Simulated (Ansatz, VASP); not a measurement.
Two plane-wave programs on Al2Pt

The input POSCAR:

```
Al2Pt
1.0
    0.0000000000      2.9550000000      2.9550000000
    2.9550000000      0.0000000000      2.9550000000
    2.9550000000      2.9550000000      0.0000000000
Pt Al
1 2
Direct
    0.0000000000      0.0000000000      0.0000000000
    0.7500000000      0.7500000000      0.7500000000
    0.2500000000      0.2500000000      0.2500000000
```

The input INCAR.step1:

```
SYSTEM = Al2Pt
PREC     = Accurate       ! precision mode
ENCUT    = 520            ! plane-wave cutoff, eV
EDIFF    = 1E-5           ! SCF threshold, eV
ISMEAR   = -1             ! smearing method
SIGMA    = 0.05           ! smearing width, eV
LREAL    = .False.        ! projectors in reciprocal space
LASPH    = .True.         ! aspherical terms in the spheres
NELM     = 100            ! most SCF steps
ALGO     = Normal         ! electronic algorithm
ISIF     = 2              ! what is computed and relaxed
LWAVE    = .True.         ! write WAVECAR
LCHARG   = .False.        ! write CHGCAR
NBANDS   = 15             ! bands
GGA      = PE             ! functional
```

Contents of INCAR.step2:

```
SYSTEM = Al2Pt
PREC     = Accurate       ! precision mode
ENCUT    = 520            ! plane-wave cutoff, eV
EDIFF    = 1E-6           ! SCF threshold, eV
ISMEAR   = -1             ! smearing method
SIGMA    = 0.05           ! smearing width, eV
LREAL    = .False.        ! projectors in reciprocal space
LASPH    = .True.         ! aspherical terms in the spheres
NELM     = 100            ! most SCF steps
ALGO     = Normal         ! electronic algorithm
ISIF     = 2              ! what is computed and relaxed
LWAVE    = .False.        ! write WAVECAR
LCHARG   = .False.        ! write CHGCAR
GGA      = PS             ! functional
LHFCALC  = .True.         ! exact exchange
AEXX     = 0.25           ! exact-exchange fraction
HFSCREEN = 0.207          ! screening, 1/A
PRECFOCK = Normal       
NBANDS   = 15             ! bands
ISTART   = 1
```

KPOINTS

```
regular mesh
0
Gamma
  4 4 4
  0 0 0
```

input

```
crystal:
  lattice:
    - [0.0, 2.955, 2.955]
    - [2.955, 0.0, 2.955]
    - [2.955, 2.955, 0.0]
  atoms:
    - { symbol: Pt, position: [0.0, 0.0, 0.0] }
    - { symbol: Al, position: [0.75, 0.75, 0.75] }
    - { symbol: Al, position: [0.25, 0.25, 0.25] }
hamiltonian:
  xc:
    exchange: hjs_pbesol
    correlation: pbesol
    exx: { coeff: 0.25, omega: 0.207 }
  pseudopotentials: { kind: paw }
kpoints:
  mp_grid: { grid: [4, 4, 4] }
  band_path:
    path:
      - [[0.0, 0.0, 0.0], [0.5, 0.0, 0.5], [0.5, 0.25, 0.75], [0.375, 0.375, 0.75], [0.0, 0.0, 0.0], [0.5, 0.5, 0.5], [0.625, 0.25, 0.625], [0.5, 0.25, 0.75], [0.5, 0.5, 0.5], [0.375, 0.375, 0.75]]
      - [[0.625, 0.25, 0.625], [0.5, 0.0, 0.5]]
    npoints: 4
scf:
  occupations: { method: fermi_dirac, width: 0.05 }
  n_extra_bands: 7
output:
  forces: true
  stress: true
  eigenvalues: true
  fatbands: false
  write_density: true
  write_potential: true
  elf: true
  volumetric_format: npy
```

Alike in both runs: functional PBEsol-based screened hybrid; k mesh 4 × 4 × 4; occupations fermi-dirac, width 0.05 eV; no spin polarisation.

|  | VASP | Ansatz |
| --- | --- | --- |
| version | VASP 6.6.1 | Ansatz 0.2.0 |
| potentials or method | VASP PAW PBE potentials, release 64 (Pt, Al) | Ansatz PAW |
| plane-wave cutoff (eV) | 520 | 420 |
| valence electrons in the cell | 16 | 24 |
| task | single point | band structure |

|  | VASP | Ansatz | Ansatz less VASP |
| --- | --- | --- | --- |
| gap on the k mesh at the Fermi level (eV) | none | none | - |
| pressure (GPa) | -2.1 | -2.1 | +0.01 |

VASP's potentials were made for PBE, not for PBEsol-based screened hybrid. A gap of «none» marks a metal or a gap that the smearing closes. VASP's potentials hold 16 valence electrons a cell and Ansatz's 24, so a difference there can come from the potentials and not from the codes.

The k mesh is coarse, so the values compare programs but aren't converged. Neither program's run includes spin-orbit coupling.
